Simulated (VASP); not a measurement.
The system is Ag.

```
CELL_PARAMETERS angstrom
0.00000 2.81000 2.81000
2.81000 0.00000 2.81000
2.81000 2.81000 0.00000
ATOMIC_POSITIONS crystal
Ag 0.00000 0.00000 0.00000
Ag 0.25000 0.25000 0.25000
```

This isn't the form of Ag at room conditions, which is fcc.

| Quantity | Value |
| --- | --- |
| Program | VASP 6.6.1 |
| Task | relaxation of cell and atoms |
| Functional | r2SCAN |
| Potentials or basis | VASP PAW PBE potentials, release 64 (Ag) |
| Cutoff | 550 eV |
| k mesh | 8 × 8 × 8 |
| Occupations | fermi-dirac, width 0.05 eV |
| Spin | no spin polarisation |

At the start: pressure 18.6 GPa; volume 22.19 Å³/atom.

**Question.** Where does the relaxation end?

**Answer.** Over 4 steps the energy falls by 273.6 meV/atom and the volume is 28.38 Å³/atom (+27.9 %); space group Fd-3m (No. 227, to 0.1 Å) before and after.

Step by step:
```
step  energy change (eV)  largest force (eV/Å)  pressure (GPa)  volume (Å³)
   1              0.0000                0.0000           18.63        44.38
   2             -0.4783                0.0000           -3.08        63.10
   3             -0.5469                0.0000            0.25        56.32
   4             -0.5472                0.0000           -0.05        56.75
```

Final structure:
```xyz
2
Lattice="0.0000 3.0502 3.0502 3.0502 0.0000 3.0502 3.0502 3.0502 0.0000" Properties=species:S:1:pos:R:3 pbc="T T T"
Ag    0.0000    0.0000    0.0000
Ag    1.5251    1.5251    1.5251
```

Caveat: the volume moved by over 15 % at a fixed basis, so the end points are rough; the PAW data sets were made with another functional, which shifts forces and pressure a little.
